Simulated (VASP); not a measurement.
# ZnO (P6_3mc) in VASP: a series of runs

Runs on ZnO. Level: LDA. Tasks: elastic constants.

All numbers are computed with VASP 6.6.1; they aren't measurements. Logs are shortened: lines on timing, memory, paths and dates and some standing lists are left out, and cuts for length are marked.

**1. The cell of the first run**

Symmetry: P6_3mc, No. 186, hexagonal system. The conventional cell has a = 3.181 Å, b = 3.181 Å, c = 5.142 Å, α = 90.00°, β = 90.00°, γ = 120.00°. Zn (site symmetry 3m) has 4 O at 1.94 to 1.95 Å within 2.6 Å. O (site symmetry 3m) has 4 Zn at 1.94 to 1.95 Å within 2.6 Å.

**2. Elastic constants, LDA**

INCAR reads:

```
SYSTEM = ZnO
PREC     = Accurate       ! precision mode
ENCUT    = 600            ! plane-wave cutoff, eV
EDIFF    = 1E-8           ! SCF threshold, eV
ISMEAR   = 0              ! smearing method
SIGMA    = 0.01           ! smearing width, eV
LREAL    = .FALSE.        ! projectors in reciprocal space
LASPH    = .TRUE.         ! aspherical terms in the spheres
NELM     = 80             ! most SCF steps
ALGO     = Normal         ! electronic algorithm
ISIF     = 3              ! what is computed and relaxed
LWAVE    = .FALSE.        ! write WAVECAR
LCHARG   = .TRUE.         ! write CHGCAR
IBRION   = 6              ! ionic algorithm
NFREE    = 2            
POTIM    = 0.015          ! step
NSW      = 1              ! ionic steps
```

KPOINTS reads:

```
regular mesh
0
G
  8 8 4
  0 0 0
```

POSCAR reads:

```
ZnO
1.0
    3.1805078030      0.0000000000      0.0000000000
   -1.5902539015      2.7544005543      0.0000000000
    0.0000000000      0.0000000000      5.1418750520
Zn O
2 2
Direct
    0.3333333333      0.6666666667      0.5002872504
    0.6666666667      0.3333333333      0.0002872504
    0.6666666667      0.3333333333      0.3787227496
    0.3333333333      0.6666666667      0.8787227496
```

Potentials or basis: VASP PAW LDA potentials, release 64 (Zn, O).

Launch:

```
$ cat potpaw_LDA.64/Zn/POTCAR potpaw_LDA.64/O/POTCAR > POTCAR
$ mpirun -np 1 vasp_std > vasp.out
```

OUTCAR:

```text
SYSTEM = ZnO
   PREC = Accurate
   ENCUT = 600
   EDIFF = 1E-8
   ISMEAR = 0
   LREAL = .FALSE.
   LASPH = .TRUE.
   NELM = 80
   ISIF = 3
   IBRION = 6
   NFREE = 2
   POTIM = 0.015
   NSW = 1

 ion  position               nearest neighbor table
   1  0.333  0.667  0.500-   3 1.94   3 1.94   3 1.94   4 1.95
   2  0.667  0.333  0.000-   4 1.94   4 1.94   4 1.94   3 1.95
   3  0.667  0.333  0.379-   1 1.94   1 1.94   1 1.94   2 1.95
   4  0.333  0.667  0.879-   2 1.94   2 1.94   2 1.94   1 1.95

  LATTYP: Found a hexagonal cell.
 ALAT       =     3.1805078030
 C/A-ratio  =     1.6166836777

  Lattice vectors:

 A1 = (   3.1805078030,   0.0000000000,   0.0000000000)
 A2 = (  -1.5902539015,   2.7544005543,   0.0000000000)
 A3 = (   0.0000000000,   0.0000000000,   5.1418750520)

Analysis of symmetry for initial positions (statically):
=====================================================================
 Subroutine PRICEL returns:
 Original cell was already a primitive cell.

 Routine SETGRP: Setting up the symmetry group for a
 hexagonal supercell.

 Subroutine GETGRP returns: Found 12 space group operations
 (whereof  6 operations were pure point group operations)
 out of a pool of 24 trial point group operations.

The static configuration has the point symmetry C_3v.
 The point group associated with its full space group is C_6v.

Analysis of symmetry for dynamics (positions and initial velocities):
=====================================================================
 Subroutine PRICEL returns:
 Original cell was already a primitive cell.

 Routine SETGRP: Setting up the symmetry group for a
 hexagonal supercell.

[... 370 lines left out ...]
      1     -16.8680      2.00000
      2     -16.0127      2.00000
      3      -4.7778      2.00000
      4      -4.6480      2.00000
      5      -4.6480      2.00000
      6      -4.6317      2.00000
[... 589 lines left out ...]
     21      10.2164      0.00000
     22      10.2913      0.00000

 [... further k-points ...]

------------------------ aborting loop because EDIFF is reached ----------------------------------------

  FORCE on cell =-STRESS in cart. coord.  units (eV):
  Direction    XX          YY          ZZ          XY          YZ          ZX
  --------------------------------------------------------------------------------------
  -------------------------------------------------------------------------------------
  Total        0.5159974      0.5159974      0.7670285     -0.0000000     -0.0000000      0.0000000
  in kB       18.3532519     18.3532519     27.2820502     -0.0000000     -0.0000000      0.0000000
  external PRESSURE =      21.3295180 kB  Pullay stress =       0.0000000 kB
[... 19 lines left out ...]
  FREE ENERGIE OF THE ION-ELECTRON SYSTEM (eV)
  ---------------------------------------------------
  free  energy   TOTEN  =       -21.1562831938 eV

  energy  without entropy=      -21.1562831938  energy(sigma->0) =      -21.15628319

 INTERNAL STRAIN TENSORS FROM STRAINED CELLS
 ============================================

 INTERNAL STRAIN TENSOR FOR ION    1 for displacements in x,y,z  (eV/Angst):
          X           Y           Z          XY          YZ          ZX
  --------------------------------------------------------------------------------
  x    -0.00000     0.00000     0.00000    -8.58327    -0.00000    -5.48135
  y    -8.61645     8.64691    -0.00000    -0.00008    -5.48011    -0.00000
  z    -5.57855    -5.58668    10.89924     0.00091     0.00032     0.00004

 INTERNAL STRAIN TENSORS FROM DISPLACED ATOMS
 ============================================

 INTERNAL STRAIN TENSOR FOR ION    1 for displacements in x,y,z  (eV/Angst):
          X           Y           Z          XY          YZ          ZX
  --------------------------------------------------------------------------------
  x     0.00000     0.00000    -0.00000    -8.59556     0.00000    -5.48179
  y    -8.59556     8.59556     0.00000     0.00000    -5.48179     0.00000
  z    -5.52879    -5.52879    10.86568     0.00000     0.00000     0.00000

 INTERNAL STRAIN TENSOR FOR ION    4 for displacements in x,y,z  (eV/Angst):
          X           Y           Z          XY          YZ          ZX
  --------------------------------------------------------------------------------
  x     0.00000     0.00000     0.00000    -9.58557     0.00000     5.48761
  y    -9.58557     9.58557    -0.00000     0.00000     5.48761     0.00000
  z     5.59240     5.59240   -10.82384     0.00000     0.00000     0.00000

 Eigenvectors and eigenvalues of the dynamical matrix
 ----------------------------------------------------

   1 f  =   16.971386 THz   106.634363 2PiTHz  566.104499 cm-1    70.187981 meV
             X         Y         Z           dx          dy          dz
     -0.000000  1.836267  2.572415    -0.000000    0.000000   -0.104104
      1.590254  0.918134  0.001477     0.000000   -0.000000    0.104104
      1.590254  0.918134  1.947345     0.000000   -0.000000   -0.699401
     -0.000000  1.836267  4.518283    -0.000000    0.000000    0.699401
[... 71 lines left out ...]
  12 f/i=    0.001079 THz     0.006779 2PiTHz    0.035988 cm-1     0.004462 meV
             X         Y         Z           dx          dy          dz
     -0.000000  1.836267  2.572415     0.581128   -0.253045    0.000000
      1.590254  0.918134  0.001477     0.581128   -0.253045    0.000000
      1.590254  0.918134  1.947345     0.287398   -0.125144    0.000000
     -0.000000  1.836267  4.518283     0.287398   -0.125144    0.000000

--------------------------------------------------------------------------------------------------------

 ELASTIC MODULI CONTR FROM IONIC RELAXATION (kBar)
 Direction    XX          YY          ZZ          XY          YZ          ZX
 --------------------------------------------------------------------------------
 XX        -918.4055    354.8161    549.5805     -0.0000      0.0000     -0.0000
 YY         354.8161   -918.4055    549.5805      0.0000     -0.0000      0.0000
 ZZ         549.5805    549.5805  -1071.8397      0.0000      0.0000     -0.0000
 XY          -0.0000      0.0000      0.0000   -636.6108     -0.0000     -0.0000
 YZ           0.0000     -0.0000      0.0000     -0.0000   -250.4430     -0.0000
 ZX          -0.0000      0.0000     -0.0000     -0.0000     -0.0000   -250.4430
 --------------------------------------------------------------------------------

 TOTAL ELASTIC MODULI (kBar)
 Direction    XX          YY          ZZ          XY          YZ          ZX
 --------------------------------------------------------------------------------
 XX        2245.5502   1472.7979   1325.9407     -0.0000      0.0000     -0.0000
 YY        1472.7979   2245.5502   1325.9407      0.0000     -0.0000      0.0000
 ZZ        1325.9407   1325.9407   2430.8024      0.0000      0.0000     -0.0000
 XY          -0.0000      0.0000      0.0000    386.3762     -0.0000     -0.0000
 YZ           0.0000     -0.0000      0.0000     -0.0000    356.6444     -0.0000
 ZX          -0.0000      0.0000     -0.0000     -0.0000     -0.0000    356.6444
 --------------------------------------------------------------------------------
```

OSZICAR:

```text
N       E                     dE             d eps       ncg     rms          rms(c)
DAV:   1     0.303507354691E+03    0.30351E+03   -0.20580E+04  1320   0.267E+03
DAV:   2     0.771513340360E+01   -0.29579E+03   -0.28358E+03  1416   0.474E+02
[... 271 lines left out ...]
DAV:   4    -0.211562697665E+02    0.14439E-03   -0.83164E-04  2320   0.588E-01    0.238E-02
DAV:   5    -0.211562849606E+02   -0.15194E-04   -0.29734E-04  1624   0.255E-01    0.252E-02
DAV:   6    -0.211562842703E+02    0.69035E-06   -0.11689E-05  1904   0.702E-02    0.119E-02
DAV:   7    -0.211562832755E+02    0.99480E-06   -0.40789E-06  2372   0.448E-02    0.535E-03
DAV:   8    -0.211562831971E+02    0.78378E-07   -0.11873E-06  1984   0.231E-02    0.139E-03
DAV:   9    -0.211562831993E+02   -0.21873E-08   -0.30494E-07  2144   0.710E-03    0.681E-04
DAV:  10    -0.211562831938E+02    0.54970E-08   -0.33444E-08  1194   0.298E-03
  21 F= -.21156283E+02 E0= -.21156283E+02  d E =-.412836E-78
```

stdout:

```text
POSCAR found type information on POSCAR ZnO
 POSCAR found :  2 types and       4 ions
 scaLAPACK will be used
 LDA part: xc-table for (Slater(with rela. corr.)+CA(PZ))
 , standard interpolation
 POSCAR, INCAR and KPOINTS ok, starting setup
 FFT: planning ... GRIDC
 FFT: planning ... GRID_SOFT
 FFT: planning ... GRID
 WAVECAR not read
 entering main loop
 Found     4 degrees of freedom:
 Adding 6 more for cell shape distortion
 Finite differences POTIM= 0.01500 DOF=  10
 bond charge predicted
 Finite differences progress:
 bond charge predicted
 Finite differences progress:
 bond charge predicted
 Finite differences progress:
 bond charge predicted
 Finite differences progress:
 bond charge predicted
 Finite differences progress:
 bond charge predicted
 Finite differences progress:
 bond charge predicted
 Finite differences progress:
 bond charge predicted
 Finite differences progress:
 bond charge predicted
 Finite differences progress:
 bond charge predicted
 Finite differences progress:
 bond charge predicted
 Finite differences progress:
 bond charge predicted
 Finite differences progress:
 bond charge predicted
 Finite differences progress:
 bond charge predicted
 Finite differences progress:
 bond charge predicted
 Finite differences progress:
 bond charge predicted
 Finite differences progress:
 bond charge predicted
 Finite differences progress:
 bond charge predicted
 Finite differences progress:
 bond charge predicted
 Finite differences progress:
 bond charge predicted
 Finite differences progress:
```

It took 25 min on 1 thread of Intel Xeon Platinum 8259CL at 2.50GHz (Skylake/Cascade Lake), shared host; peak memory 0.34 GiB.

Results:

| Property | Result |
| --- | --- |
| Voigt bulk modulus | 169 GPa |
| Highest phonon frequency at Γ, LO-TO splitting left out | 566 cm⁻¹ |

Phonon frequencies in cm⁻¹ (negative: imaginary):
| q point | frequencies |
| --- | --- |
| (0.000, 0.000, 0.000) | 0 0 0 87 87 266 406 425 425 459 459 566 |

Elastic tensor in Voigt notation (GPa, in the Cartesian axes of the cell as first typed):
```
225 147 133   0   0   0
147 225 133   0   0   0
133 133 243   0   0   0
  0   0   0  36   0   0
  0   0   0   0  36   0
  0   0   0   0   0  39
```

Clamped-ion elastic tensor (GPa):
```
316 112  78   0   0   0
112 316  78   0   0   0
 78  78 350   0   0   0
  0   0   0  61   0   0
  0   0   0   0  61   0
  0   0   0   0   0 102
```

Caveat: the cell is under stress, which shifts elastic constants.

**3. Elastic constants, LDA**

This run uses another cell than the first one, of 11.33 Å³/atom.

INCAR reads:

```
PREC     = Accurate       # precision mode
ENCUT    = 600            # plane-wave cutoff, eV
EDIFF    = 1E-8           # SCF threshold, eV
ISMEAR   = 0              # smearing method
SIGMA    = 0.01           # smearing width, eV
LREAL    = F              # projectors in reciprocal space
LASPH    = T              # aspherical terms in the spheres
NELM     = 60             # most SCF steps
ALGO     = Normal         # electronic algorithm
ISIF     = 3              # what is computed and relaxed
LWAVE    = F              # write WAVECAR
LCHARG   = F              # write CHGCAR
NBANDS   = 26             # bands
IBRION   = 6              # ionic algorithm
NFREE    = 2            
POTIM    = 0.015          # step
NSW      = 1              # ionic steps
```

KPOINTS reads:

```
Automatic mesh
0
Gamma
  8 8 4
```

POSCAR reads:

```
ZnO
1.0
    3.1871169014      0.0000000000      0.0000000000
   -1.5935584507      2.7601242015      0.0000000000
    0.0000000000      0.0000000000      5.1524951181
Zn O
2 2
Direct
    0.3333333333      0.6666666667      0.5002882381
    0.6666666667      0.3333333333      0.0002882381
    0.6666666667      0.3333333333      0.3787217619
    0.3333333333      0.6666666667      0.8787217619
```

Potentials or basis: VASP PAW LDA potentials, release 64 (Zn, O).

Launch:

```
$ cat potpaw_LDA.64/Zn/POTCAR potpaw_LDA.64/O/POTCAR > POTCAR
$ mpirun -np 1 vasp_std > vasp.out
```

It took 30 min on 1 thread of Intel Xeon Platinum 8259CL at 2.50GHz (Skylake/Cascade Lake), shared host; peak memory 0.36 GiB.

It converged, with:

```yaml
Voigt_bulk_modulus: 165 GPa
Highest_phonon_frequency_at_Γ_LO-TO_splitting_left_out: 561 cm⁻¹
```

Phonon frequencies in cm⁻¹ (negative: imaginary):
| q point | frequencies |
| --- | --- |
| (0.000, 0.000, 0.000) | 0 0 0 89 89 264 401 420 420 453 453 561 |

Elastic tensor in Voigt notation (GPa, in the Cartesian axes of the cell as first typed):
```
222 143 128   0   0   0
143 222 128   0   0   0
128 128 241   0   0   0
  0   0   0  36   0   0
  0   0   0   0  36   0
  0   0   0   0   0  40
```

Clamped-ion elastic tensor (GPa):
```
310 109  76   0   0   0
109 310  76   0   0   0
 76  76 342   0   0   0
  0   0   0  60   0   0
  0   0   0   0  60   0
  0   0   0   0   0 100
```

Caveat: the cell is under stress, which shifts elastic constants.

**4. Elastic constants, LDA**

This run uses another cell than the first one, of 11.07 Å³/atom.

INCAR reads:

```
PREC = Accurate
ENCUT = 600
EDIFF = 1E-8
ISMEAR = 0
SIGMA = 0.01
LREAL = F
LASPH = T
NELM = 80
ALGO = Normal
ISIF = 3
LWAVE = F
LCHARG = F
GGA = CA
IBRION = 6
NFREE = 2
POTIM = 0.015
NSW = 1
```

KPOINTS is that of step 3.

POSCAR reads:

```
ZnO
1.0
    3.1618164783      0.0000000000      0.0000000000
   -1.5809082391      2.7382133923      0.0000000000
    0.0000000000      0.0000000000      5.1129051037
Zn O
2 2
Direct
    0.3333333333      0.6666666667      0.5003517218
    0.6666666667      0.3333333333      0.0003517218
    0.6666666667      0.3333333333      0.3786582782
    0.3333333333      0.6666666667      0.8786582782
```

Launch:

```
$ cat potpaw_LDA.64/Zn/POTCAR potpaw_LDA.64/O/POTCAR > POTCAR
$ mpirun -np 1 vasp_std > vasp.out
```

Run time: 35 min. Hardware: 1 thread of Intel Xeon 8259CL, shared host; peak memory 0.35 GiB.

It converged, with:

* Voigt bulk modulus: 179 GPa
* Highest phonon frequency at Γ, LO-TO splitting left out: 580 cm⁻¹

Phonon frequencies in cm⁻¹ (negative: imaginary):
```csv
q point,frequencies
"(0.000, 0.000, 0.000)",0 0 0 84 84 270 421 440 440 474 474 580
```

Elastic tensor in Voigt notation (GPa, in the Cartesian axes of the cell as first typed):
```
231 160 146   0   0   0
160 231 146   0   0   0
146 146 250   0   0   0
  0   0   0  33   0   0
  0   0   0   0  33   0
  0   0   0   0   0  36
```

Clamped-ion elastic tensor (GPa):
```
335 120  82   0   0   0
120 335  82   0   0   0
 82  82 373   0   0   0
  0   0   0  62   0   0
  0   0   0   0  62   0
  0   0   0   0   0 107
```

Caveat: the cell is under stress, which shifts elastic constants.

**5. Elastic constants, LDA**

This run uses another cell than the first one, of 11.19 Å³/atom.

INCAR reads:

```
  PREC = Accurate
  ENCUT = 600
  EDIFF = 1E-8
  ISMEAR = 0
  SIGMA = 0.01
  LREAL = False
  LASPH = True
  NELM = 100
  ALGO = Normal
  ISIF = 3
  LWAVE = False
  LCHARG = False
  IBRION = 6
  NFREE = 2
  POTIM = 0.015
  NSW = 1
```

KPOINTS is that of step 4.

POSCAR reads:

```
ZnO
1.0
    3.1742426808      0.0000000000      0.0000000000
   -1.5871213404      2.7489747994      0.0000000000
    0.0000000000      0.0000000000      5.1314855694
Zn O
2 2
Direct
    0.3333333333      0.6666666667      0.5002774510
    0.6666666667      0.3333333333      0.0002774510
    0.6666666667      0.3333333333      0.3787325490
    0.3333333333      0.6666666667      0.8787325490
```

Launch:

```
$ cat potpaw_LDA.64/Zn/POTCAR potpaw_LDA.64/O/POTCAR > POTCAR
$ mpirun -np 1 vasp_std > vasp.out
```

It took 30 min on 1 thread of Intel Xeon 8259CL, shared host; peak memory 0.35 GiB.

The run converged. Its results:

```yaml
Voigt_bulk_modulus: 172 GPa
Highest_phonon_frequency_at_Γ_LO-TO_splitting_left_out: 571 cm⁻¹
```

Phonon frequencies in cm⁻¹ (negative: imaginary):
```tsv
q point	frequencies
(0.000, 0.000, 0.000)	0 0 0 86 86 267 411 430 430 464 464 571
```

Elastic tensor in Voigt notation (GPa, in the Cartesian axes of the cell as first typed):
```
227 151 137   0   0   0
151 227 137   0   0   0
137 137 245   0   0   0
  0   0   0  35   0   0
  0   0   0   0  35   0
  0   0   0   0   0  38
```

Clamped-ion elastic tensor (GPa):
```
323 115  79   0   0   0
115 323  79   0   0   0
 79  79 357   0   0   0
  0   0   0  61   0   0
  0   0   0   0  61   0
  0   0   0   0   0 104
```

Caveat: the cell is under stress, which shifts elastic constants.
